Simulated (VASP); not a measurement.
# ZrC in VASP: notebook, part 2 of 2

VASP 6.6.1. Earlier steps stand in the parts before.

## (3) Single point, PBE (strain +0.040 along x and y, +0.040 along z)

Input file INCAR:

```
SYSTEM = ZrC
PREC     = Accurate       ! precision mode
ENCUT    = 520            ! plane-wave cutoff, eV
EDIFF    = 1E-7           ! SCF threshold, eV
ISMEAR   = 0              ! smearing method
SIGMA    = 0.15           ! smearing width, eV
LREAL    = .FALSE.        ! projectors in reciprocal space
LASPH    = .TRUE.         ! aspherical terms in the spheres
NELM     = 60             ! most SCF steps
ALGO     = Normal         ! electronic algorithm
ISIF     = 2              ! what is computed and relaxed
LWAVE    = .FALSE.        ! write WAVECAR
LCHARG   = .TRUE.         ! write CHGCAR
GGA      = PE             ! functional
LELF     = .TRUE.         ! ELF
LVHAR    = .TRUE.       
NBANDS   = 15             ! bands
```

Input file KPOINTS:

```
regular mesh
0
G
  18 18 18
  0 0 0
```

Input file POSCAR:

```
ZrC
1.0
    0.0000000000      2.4442184000      2.4442184000
    2.4442184000      0.0000000000      2.4442184000
    2.4442184000      2.4442184000      0.0000000000
Zr C
1 1
Direct
    0.5000000000      0.5000000000      0.5000000000
    0.0000000000      0.0000000000      0.0000000000
```

Potentials or basis: VASP PAW PBE potentials, release 64 (Zr_sv, C).

On the command line:

```
> cat potpaw_PBE.64/Zr_sv/POTCAR potpaw_PBE.64/C/POTCAR > POTCAR
> mpirun -np 1 vasp_std > vasp.out
```

OUTCAR:

```text
SYSTEM = ZrC
   PREC = Accurate
   ENCUT = 520
   EDIFF = 1E-7
   ISMEAR = 0
   LREAL = .FALSE.
   LASPH = .TRUE.
   NELM = 60
   ISIF = 2
   GGA = PE

 ion  position               nearest neighbor table
   1  0.500  0.500  0.500-   2 2.44   2 2.44   2 2.44   2 2.44   2 2.44   2 2.44
   2  0.000  0.000  0.000-   1 2.44   1 2.44   1 2.44   1 2.44   1 2.44   1 2.44

  LATTYP: Found a face centered cubic cell.
 ALAT       =     4.8884368000

  Lattice vectors:

 A1 = (   0.0000000000,   2.4442184000,   2.4442184000)
 A2 = (   2.4442184000,   0.0000000000,   2.4442184000)
 A3 = (   2.4442184000,   2.4442184000,   0.0000000000)

Analysis of symmetry for initial positions (statically):
=====================================================================
 Subroutine PRICEL returns:
 Original cell was already a primitive cell.

 Routine SETGRP: Setting up the symmetry group for a
 face centered cubic supercell.

 Subroutine GETGRP returns: Found 48 space group operations
 (whereof 48 operations were pure point group operations)
 out of a pool of 48 trial point group operations.

The static configuration has the point symmetry O_h .

Analysis of symmetry for dynamics (positions and initial velocities):
[... 180 lines left out ...]
     12      10.7874      0.00000
     13      10.7874      0.00000
     14      14.3403      0.00000
[... 401 lines left out ...]
      2     -18.2917      2.00000
      3     -18.0699      2.00000
      4     -18.0440      2.00000
      5      -1.5480      2.00000
      6       5.8472      2.00000
      7       6.7287      2.00000
      8       6.9889      2.00000
      9      10.3087      0.00000
     10      10.6091      0.00000
     11      11.1159      0.00000
     12      13.5232      0.00000
     13      14.6499      0.00000
     14      16.2892      0.00000
     15      20.5138      0.00000

 [... further k-points ...]

------------------------ aborting loop because EDIFF is reached ----------------------------------------

  FORCE on cell =-STRESS in cart. coord.  units (eV):
  Direction    XX          YY          ZZ          XY          YZ          ZX
  --------------------------------------------------------------------------------------
  -------------------------------------------------------------------------------------
  Total       -3.5871530     -3.5871530     -3.5871530     -0.0000000      0.0000000      0.0000000
  in kB     -196.7933666   -196.7933666   -196.7933666     -0.0000000      0.0000000      0.0000000
  external PRESSURE =    -196.7933666 kB  Pullay stress =       0.0000000 kB

 VOLUME and BASIS-vectors are now :
 -----------------------------------------------------------------------------
  energy-cutoff  :      520.00
  volume of cell :       29.20
      direct lattice vectors                 reciprocal lattice vectors
     0.000000000  2.444218400  2.444218400    -0.204564371  0.204564371  0.204564371
     2.444218400  0.000000000  2.444218400     0.204564371 -0.204564371  0.204564371
     2.444218400  2.444218400  0.000000000     0.204564371  0.204564371 -0.204564371

 POSITION                                       TOTAL-FORCE (eV/Angst)
 -----------------------------------------------------------------------------------
      2.44422      2.44422      2.44422         0.000000      0.000000      0.000000
      0.00000      0.00000      0.00000        -0.000000     -0.000000      0.000000
 -----------------------------------------------------------------------------------
    total drift:                                0.000000      0.000000      0.000000

  FREE ENERGIE OF THE ION-ELECTRON SYSTEM (eV)
  ---------------------------------------------------
  free  energy   TOTEN  =       -19.2577495513 eV

  energy  without entropy=      -19.2541489122  energy(sigma->0) =      -19.25594923
```

OSZICAR:

```text
N       E                     dE             d eps       ncg     rms          rms(c)
DAV:   1     0.985802152528E+02    0.98580E+02   -0.84880E+03  5850   0.106E+03
DAV:   2    -0.164801562414E+02   -0.11506E+03   -0.10768E+03  7572   0.282E+02
DAV:   3    -0.227942005195E+02   -0.63140E+01   -0.62743E+01 10092   0.547E+01
DAV:   4    -0.228997462785E+02   -0.10555E+00   -0.10548E+00  6939   0.543E+00
DAV:   5    -0.229012034907E+02   -0.14572E-02   -0.14572E-02  7815   0.514E-01    0.165E+01
DAV:   6    -0.194843490637E+02    0.34169E+01   -0.70478E+00  6791   0.225E+01    0.557E+00
DAV:   7    -0.192864661193E+02    0.19788E+00   -0.71292E-01  6680   0.634E+00    0.471E+00
DAV:   8    -0.193151991825E+02   -0.28733E-01   -0.51792E-01  6831   0.560E+00    0.491E+00
DAV:   9    -0.192584358176E+02    0.56763E-01   -0.11258E-01  6382   0.252E+00    0.698E-01
DAV:  10    -0.192577609252E+02    0.67489E-03   -0.49168E-03  7718   0.586E-01    0.897E-02
DAV:  11    -0.192577563459E+02    0.45792E-05   -0.12065E-04  7088   0.825E-02    0.514E-02
DAV:  12    -0.192577500142E+02    0.63317E-05   -0.75728E-06  7829   0.194E-02    0.107E-02
DAV:  13    -0.192577495817E+02    0.43248E-06   -0.82834E-07  7095   0.594E-03    0.144E-03
DAV:  14    -0.192577495513E+02    0.30405E-07   -0.33602E-08  4577   0.154E-03
   1 F= -.19257750E+02 E0= -.19255949E+02  d E =-.360064E-02
```

It took 47 s on 1 thread of Intel Xeon 6975P-C (Granite Rapids), shared host; peak memory 0.22 GiB.

What came out:

| Property | Result |
| --- | --- |
| Free energy | -19.2577 eV |
| Pressure | -19.7 GPa |
| Band gap on the k mesh | zero (bands 8 and 9 overlap by 1.25 eV) |

Levels at points of the mesh, in eV from the Fermi level:
```tsv
k point	band 6	band 7	band 8	band 9	band 10	band 11
(0.00, 0.00, 0.00)	0.89	0.89	0.89	1.02	1.02	1.02
(0.50, 0.00, 0.00)	-4.86	-2.58	-2.58	3.88	3.88	4.61
(0.50, 0.50, 0.00)	-2.19	-1.43	-0.05	-0.05	3.83	4.84
```

Caveat: the cell differs from its parent crystal (strain +0.040 along x and y, +0.040 along z); the cell stands under tension.

## (4) Single point, PBE (strain -0.080 along x and y, -0.040 along z)

Input file INCAR:

```
SYSTEM = ZrC
PREC = Accurate
ENCUT = 520
EDIFF = 1E-6
ISMEAR = 0
SIGMA = 0.15
LREAL = .False.
LASPH = .True.
NELM = 80
ALGO = Normal
ISIF = 2
LWAVE = .False.
LCHARG = .True.
GGA = PE
LELF = .True.
LVHAR = .True.
NBANDS = 15
```

Input file KPOINTS:

```
Automatic mesh
0
Gamma
  18 18 18
  0 0 0
```

Input file POSCAR:

```
ZrC
1.0
    0.0000000000      2.1621932000      2.2562016000
    2.1621932000      0.0000000000      2.2562016000
    2.1621932000      2.1621932000      0.0000000000
Zr C
1 1
Direct
    0.5000000000      0.5000000000      0.5000000000
    0.0000000000      0.0000000000      0.0000000000
```

Potentials or basis: VASP PAW PBE potentials, release 64 (Zr_sv, C).

On the command line:

```
> cat potpaw_PBE.64/Zr_sv/POTCAR potpaw_PBE.64/C/POTCAR > POTCAR
> mpirun -np 1 vasp_std > vasp.out
```

OUTCAR:

```text
SYSTEM = ZrC
   PREC = Accurate
   ENCUT = 520
   EDIFF = 1E-6
   ISMEAR = 0
   LREAL = .False.
   LASPH = .True.
   NELM = 80
   ISIF = 2
   GGA = PE

 ion  position               nearest neighbor table
   1  0.500  0.500  0.500-   2 2.16   2 2.16   2 2.16   2 2.16   2 2.26   2 2.26
   2  0.000  0.000  0.000-   1 2.16   1 2.16   1 2.16   1 2.16   1 2.26   1 2.26

  LATTYP: Found a body centered tetragonal cell.
 ALAT       =     3.0578029479
 C/A-ratio  =     1.4757011086

  Lattice vectors:

 A1 = (  -2.1621932000,   0.0000000000,   2.2562016000)
 A2 = (   2.1621932000,   0.0000000000,   2.2562016000)
 A3 = (   0.0000000000,   2.1621932000,  -2.2562016000)

Analysis of symmetry for initial positions (statically):
=====================================================================
 Subroutine PRICEL returns:
 Original cell was already a primitive cell.

 Routine SETGRP: Setting up the symmetry group for a
 body centered tetragonal supercell.

 Subroutine GETGRP returns: Found 16 space group operations
 (whereof 16 operations were pure point group operations)
 out of a pool of 16 trial point group operations.

The static configuration has the point symmetry D_4h.

Analysis of symmetry for dynamics (positions and initial velocities):
=====================================================================
 Subroutine PRICEL returns:
 Original cell was already a primitive cell.

 Routine SETGRP: Setting up the symmetry group for a
 body centered tetragonal supercell.

 Subroutine GETGRP returns: Found 16 space group operations
 (whereof 16 operations were pure point group operations)
 out of a pool of 16 trial point group operations.

The dynamic configuration has the point symmetry D_4h.

 Subroutine INISYM returns: Found 16 space group operations
 (whereof 16 operations are pure point group operations),
 and found     1 'primitive' translations

----------------------------------------------------------------------------------------

                                     Primitive cell

  volume of cell :      21.0958

  direct lattice vectors                    reciprocal lattice vectors
[... 119 lines left out ...]
 Gauss-broadening in eV      SIGMA  =   0.15
  energy-cutoff  :      520.00
  volume of cell :       21.10
 maximum number of plane-waves:       580
   NGX = 11   NGY = 11   NGZ = 11

 number of electron      16.0000000 magnetization

 Free energy of the ion-electron system (eV)
  ---------------------------------------------------
  ext. energy  EPLUGINS =         0.00000000
  ---------------------------------------------------
  free energy    TOTEN  =       -18.44112612 eV

  energy without entropy =      -18.43840147  energy(sigma->0) =      -18.43976379

 E-fermi :  12.2507     XC(G=0): -13.1917

 val. band max:       12.2434110979   @ k =   0.3889  -0.0000   0.3333
 cond. band min:      12.2683801520   @ k =   0.5000   0.0000   0.5000
 fundamental gap:      0.0249690541
 Fermi energy:        12.2507170365

 k-point     1 :       0.0000    0.0000    0.0000
  band No.  band energies     occupation
      1     -35.1829      2.00000
      2     -12.6651      2.00000
      3     -12.6651      2.00000
      4     -12.6558      2.00000
      5       0.2552      2.00000
      6      12.9217      0.00000
      7      12.9498      0.00000
      8      13.3041      0.00000
      9      13.3041      0.00000
     10      13.5007      0.00000
     11      13.5007      0.00000
     12      15.1977      0.00000
     13      15.9191      0.00000
     14      22.2133      0.00000
[... 401 lines left out ...]
      2     -13.5812      2.00000
      3     -12.8051      2.00000
      4     -12.6800      2.00000
      5       1.9976      2.00000
      6       9.1265      2.00000
      7       9.8257      2.00000
      8      10.0152      2.00000
      9      14.8603      0.00000
     10      15.1754      0.00000
     11      15.9270      0.00000
     12      18.9347      0.00000
     13      21.5945      0.00000
     14      23.9508      0.00000
     15      26.9624      0.00000

 [... further k-points ...]

------------------------ aborting loop because EDIFF is reached ----------------------------------------

  FORCE on cell =-STRESS in cart. coord.  units (eV):
  Direction    XX          YY          ZZ          XY          YZ          ZX
  --------------------------------------------------------------------------------------
  -------------------------------------------------------------------------------------
  Total       11.1644041     11.1644041      6.8258388      0.0000000      0.0000000      0.0000000
  in kB      847.9089812    847.9089812    518.4056427      0.0000000      0.0000000      0.0000000
  external PRESSURE =     738.0745350 kB  Pullay stress =       0.0000000 kB

 VOLUME and BASIS-vectors are now :
 -----------------------------------------------------------------------------
  energy-cutoff  :      520.00
  volume of cell :       21.10
      direct lattice vectors                 reciprocal lattice vectors
     0.000000000  2.162193200  2.256201600    -0.231246680  0.231246680  0.221611402
     2.162193200  0.000000000  2.256201600     0.231246680 -0.231246680  0.221611402
     2.162193200  2.162193200  0.000000000     0.231246680  0.231246680 -0.221611402

 POSITION                                       TOTAL-FORCE (eV/Angst)
 -----------------------------------------------------------------------------------
      2.16219      2.16219      2.25620         0.000000     -0.000000     -0.000000
      0.00000      0.00000      0.00000         0.000000      0.000000      0.000000
 -----------------------------------------------------------------------------------
    total drift:                               -0.000000     -0.000000      0.000000

  FREE ENERGIE OF THE ION-ELECTRON SYSTEM (eV)
  ---------------------------------------------------
  free  energy   TOTEN  =       -18.4411261165 eV

  energy  without entropy=      -18.4384014668  energy(sigma->0) =      -18.43976379
```

OSZICAR:

```text
N       E                     dE             d eps       ncg     rms          rms(c)
DAV:   1     0.104395941228E+03    0.10440E+03   -0.88013E+03 14431   0.111E+03
DAV:   2    -0.158734318457E+02   -0.12027E+03   -0.11222E+03 18117   0.297E+02
DAV:   3    -0.214403018983E+02   -0.55669E+01   -0.55293E+01 21875   0.560E+01
DAV:   4    -0.216529598617E+02   -0.21266E+00   -0.21254E+00 18620   0.730E+00
DAV:   5    -0.216548609557E+02   -0.19011E-02   -0.19010E-02 18623   0.676E-01    0.318E+01
DAV:   6    -0.184367908140E+02    0.32181E+01   -0.55371E+00 17458   0.230E+01    0.124E+01
DAV:   7    -0.184377525441E+02   -0.96173E-03   -0.44378E-01 17004   0.509E+00    0.969E+00
DAV:   8    -0.184545334358E+02   -0.16781E-01   -0.13376E-01 19120   0.300E+00    0.519E+00
DAV:   9    -0.184420578618E+02    0.12476E-01   -0.18801E-02 16710   0.103E+00    0.123E+00
DAV:  10    -0.184411528416E+02    0.90502E-03   -0.36841E-03 18894   0.519E-01    0.154E-01
DAV:  11    -0.184411302206E+02    0.22621E-04   -0.15752E-04 16556   0.144E-01    0.257E-02
DAV:  12    -0.184411269656E+02    0.32549E-05   -0.79529E-06 20730   0.267E-02    0.130E-02
DAV:  13    -0.184411261165E+02    0.84914E-06   -0.62682E-07 10651   0.613E-03
   1 F= -.18441126E+02 E0= -.18439764E+02  d E =-.272465E-02
```

stdout:

```text
POSCAR found type information on POSCAR ZrC
 POSCAR found :  2 types and       2 ions
 scaLAPACK will be used
 LDA part: xc-table for (Slater+PW92), standard interpolation
 POSCAR, INCAR and KPOINTS ok, starting setup
 FFT: planning ... GRIDC
 FFT: planning ... GRID_SOFT
 FFT: planning ... GRID
 WAVECAR not read
 entering main loop
```

Run time: 44 s. Hardware: 1 thread of Intel Xeon 6975P-C (Granite Rapids), shared host; peak memory 0.26 GiB.

Results:

```
Free energy            : -18.4411 eV
Pressure               : 73.8 GPa
Band gap on the k mesh : zero (bands 8 and 9 overlap by 1.53 eV)
```

Levels at points of the mesh, in eV from the Fermi level:
| k point | band 6 | band 7 | band 8 | band 9 | band 10 | band 11 |
| --- | --- | --- | --- | --- | --- | --- |
| (0.00, 0.00, 0.00) | 0.67 | 0.70 | 1.05 | 1.05 | 1.25 | 1.25 |
| (0.50, 0.00, 0.00) | -6.19 | -3.85 | -3.74 | 5.47 | 5.81 | 6.72 |
| (0.50, 0.50, 0.00) | -2.54 | -1.94 | 0.49 | 0.49 | 5.55 | 7.22 |
| (0.50, 0.00, 0.50) | -2.61 | -1.30 | 0.02 | 0.46 | 5.53 | 6.90 |

Caveat: the cell differs from its parent crystal (strain -0.080 along x and y, -0.040 along z); the cell stands under pressure.

## (5) Single point, PBE (strain -0.040 along x and y, +0.000 along z)

Input file INCAR:

```
SYSTEM = ZrC
  PREC = Accurate
  ENCUT = 520
  EDIFF = 1E-7
  ISMEAR = 0
  SIGMA = 0.15
  LREAL = .FALSE.
  LASPH = .TRUE.
  NELM = 60
  ALGO = Normal
  ISIF = 2
  LWAVE = .FALSE.
  LCHARG = .FALSE.
  GGA = PE
  NBANDS = 15
```

Input file KPOINTS:

```
Automatic mesh
0
G
  18 18 18
  0 0 0
```

Input file POSCAR:

```
ZrC
1.0
    0.0000000000      2.2562016000      2.3502100000
    2.2562016000      0.0000000000      2.3502100000
    2.2562016000      2.2562016000      0.0000000000
Zr C
1 1
Direct
    0.5000000000      0.5000000000      0.5000000000
    0.0000000000      0.0000000000      0.0000000000
```

On the command line:

```
> cat potpaw_PBE.64/Zr_sv/POTCAR potpaw_PBE.64/C/POTCAR > POTCAR
> mpirun -np 1 vasp_std > vasp.out
```

Run time: 47 s. Hardware: 1 thread of Intel Xeon 6975P-C (Granite Rapids), shared host; peak memory 0.28 GiB.

The run converged. Its results:

| Property | Result |
| --- | --- |
| Free energy | -19.2717 eV |
| Pressure | 24.1 GPa |
| Band gap on the k mesh | zero (bands 8 and 9 overlap by 1.47 eV) |

Stress tensor (GPa, compression positive):
```
30.84  0.00  0.00
 0.00 30.84  0.00
 0.00  0.00 10.72
```

Levels at points of the mesh, in eV from the Fermi level:
```
           k point  band 5  band 6  band 7  band 8  band 9  band 10  band 11  band 12
(0.00, 0.00, 0.00)  -11.61    0.75    0.80    1.01    1.01     1.25     1.25     2.67
(0.50, 0.00, 0.00)   -8.10   -5.65   -3.30   -3.22    4.79     5.08     5.87     6.85
(0.50, 0.50, 0.00)  -10.54   -2.25   -2.01    0.28    0.28     4.86     6.23     6.23
(0.50, 0.00, 0.50)  -10.54   -2.08   -1.75   -0.07    0.19     4.83     5.98     6.50
```

Caveat: the cell differs from its parent crystal (strain -0.040 along x and y, +0.000 along z); the cell stands under pressure.

## (6) Summary

| cell | gap on the mesh (eV) | pressure (GPa) |
| --- | --- | --- |
| a = 3.191 Å, angles 60.0°, 2 atoms | none | 37.0 |
| a = 3.457 Å, angles 60.0°, 2 atoms | none | -19.7 |
| a = 3.125, b = 3.125, c = 3.058 Å, angles 60.7, 60.7, 58.6°, 2 atoms | none | 73.8 |
| a = 3.258, b = 3.258, c = 3.191 Å, angles 60.7, 60.7, 58.6°, 2 atoms | none | 24.1 |

Alike in all rows: task single point; level PBE; potentials or basis VASP PAW PBE potentials, release 64 (Zr_sv, C); no spin polarisation; k mesh 18 × 18 × 18; cutoff (eV) 520; smearing gaussian 0.15 eV.

Caveats: the cell stands under pressure (at least some runs); the cell stands under tension (at least some runs).

Absolute energies hang on the potentials; compare differences alone.
